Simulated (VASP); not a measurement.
**ZnS: single point with LDA**

The system is ZnS.

```
Zn S
1.0
     3.73823    0.00000    0.00000
    -1.86912    3.23740    0.00000
     0.00000    0.00000    6.14300
Zn S
2 2
Direct
  0.33333 0.66667 0.00559
  0.66667 0.33333 0.50559
  0.33333 0.66667 0.37941
  0.66667 0.33333 0.87941
```

| Item | Value |
| --- | --- |
| Program | VASP 6.6.1 |
| Task | single point |
| Functional | LDA |
| Potentials or basis | VASP PAW LDA potentials, release 64 (Zn, S) |
| Cutoff | 520 eV |
| k mesh | 10 × 10 × 6 |
| Occupations | fermi-dirac, width 0.05 eV |
| Spin | no spin polarisation |

```
Pressure               : 0.2 GPa
Band gap on the k mesh : 2.23 eV, direct
```

Levels at points of the mesh, in eV from the valence-band top:
| k point | band 15 | band 16 | band 17 | band 18 | band 19 | band 20 | band 21 | band 22 |
| --- | --- | --- | --- | --- | --- | --- | --- | --- |
| (0.00, 0.00, 0.00) | -0.99 | -0.10 | 0.00 | 0.00 | 2.23 | 3.02 | 6.12 | 6.12 |
| (0.50, 0.00, 0.00) | -3.61 | -2.47 | -1.91 | -0.98 | 3.42 | 4.22 | 4.88 | 6.74 |
| (0.00, 0.00, 0.50) | -0.52 | -0.52 | -0.52 | -0.52 | 3.53 | 3.53 | 6.61 | 6.61 |
| (0.50, 0.00, 0.50) | -1.81 | -1.81 | -1.79 | -1.79 | 3.34 | 3.34 | 5.03 | 5.03 |

Run time: 110 s on 1 thread of Intel Xeon 6975P-C, with other jobs on the host, peak memory 0.22 GiB.
